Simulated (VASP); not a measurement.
In: single point with PBE

In:

```xyz
1
Lattice="-1.9106 1.9106 1.9106 1.9106 -1.9106 1.9106 1.9106 1.9106 -1.9106" Properties=species:S:1:pos:R:3 pbc="T T T"
In    0.0000    0.0000    0.0000
```

* Program: VASP 6.6.1
* Task: single point
* Functional: PBE
* Potentials or basis: VASP PAW PBE potentials, release 64 (In_d)
* Cutoff: 520 eV
* k mesh: 8 × 8 × 8
* Occupations: gaussian, width 0.05 eV
* Spin: no spin polarisation

```json
{"Pressure": "0.0 GPa"}
```

Levels at points of the mesh, in eV from the Fermi level:
| k point | band 4 | band 5 | band 6 | band 7 | band 8 | band 9 |
| --- | --- | --- | --- | --- | --- | --- |
| (0.00, 0.00, 0.00) | -14.50 | -14.50 | -9.24 | 10.30 | 10.30 | 10.30 |
| (0.50, 0.00, 0.00) | -14.51 | -14.36 | -4.04 | -3.05 | 5.51 | 6.97 |
| (0.50, 0.50, 0.50) | -14.39 | -14.39 | 0.46 | 1.14 | 1.14 | 1.14 |

It took 4.6 s on 1 thread of Intel(R) Xeon(R) 6975P-C (Granite Rapids), on a shared host, peak memory 0.15 GiB.

Caveat: spin-orbit coupling is left out, which moves the levels of the heavy elements.
